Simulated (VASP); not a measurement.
## Mo3W: relaxation of cell and atoms with PBE

Crystal: Mo3W.

```
CELL_PARAMETERS angstrom
0.00000 3.16599 3.16599
3.16599 0.00000 3.16599
3.16599 3.16599 0.00000
ATOMIC_POSITIONS crystal
Mo 0.00000 0.00000 0.00000
Mo 0.25000 0.25000 0.25000
Mo 0.75000 0.75000 0.75000
W 0.50000 0.50000 0.50000
```

* Program: VASP 6.6.1
* Task: relaxation of cell and atoms
* Functional: PBE
* Potentials or basis: VASP PAW PBE potentials, release 64 (Mo_sv, W_sv)
* Cutoff: 500 eV
* k mesh: 12 × 12 × 12
* Occupations: gaussian, width 0.1 eV
* Spin: no spin polarisation
* Dipole correction: no
* Further INCAR settings: ALGO = Normal; EDIFF = 1e-07; IBRION = 2; EDIFFG = -0.01; NSW = 100; ISIF = 3

- Relaxed volume: 15.90 Å³/atom
- Relaxed cell: a = 4.480 Å, b = 4.480 Å, c = 4.480 Å, α = 60.00°, β = 60.00°, γ = 60.00°
- Space group after relaxing (to 0.05 Å): Fm-3m (No. 225)
- Energy gained by relaxing: 0.1 meV/atom
- Ionic steps: 3
- Pressure after relaxing: 0.0 GPa
- Band gap on the k mesh: zero (band 28 reaches 12.30 eV, above the bottom of band 29 at 11.96 eV)

The path:
```tsv
step	energy change (eV)	largest force (eV/Å)	pressure (GPa)	volume (Å³)
1	0.0000	0.0000	0.54	63.47
2	0.0016	0.0000	-1.55	63.97
3	-0.0002	0.0000	0.00	63.60
```

Final structure:
```cif
data_structure
_symmetry_space_group_name_H-M 'P 1'
_symmetry_Int_Tables_number 1
_cell_length_a 4.4804
_cell_length_b 4.4804
_cell_length_c 4.4804
_cell_angle_alpha 60.000
_cell_angle_beta 60.000
_cell_angle_gamma 60.000
_cell_volume 63.60
loop_
_atom_site_label
_atom_site_type_symbol
_atom_site_fract_x
_atom_site_fract_y
_atom_site_fract_z
_atom_site_occupancy
Mo1 Mo 0.00000 0.00000 0.00000 1
Mo2 Mo 0.25000 0.25000 0.25000 1
Mo3 Mo 0.75000 0.75000 0.75000 1
W1 W 0.50000 0.50000 0.50000 1
```

Levels at points of the mesh, in eV from the Fermi level:
```csv
k point,band 25,band 26,band 27,band 28,band 29,band 30,band 31,band 32
"(0.00, 0.00, 0.00)",-2.63,-1.31,-1.31,-1.31,1.70,1.70,2.40,2.40
"(0.50, 0.00, 0.00)",-2.79,-2.79,-2.75,-2.75,1.61,1.61,2.00,2.00
"(0.50, 0.50, 0.00)",-0.66,-0.66,-0.52,-0.52,0.85,1.04,1.34,1.34
```

Wall time 7.8 min on 1 thread of AMD EPYC 9R45 (Zen 5) (shared host), peak memory 0.26 GiB.

Caveat: spin-orbit coupling is left out, which moves the levels of the heavy elements.
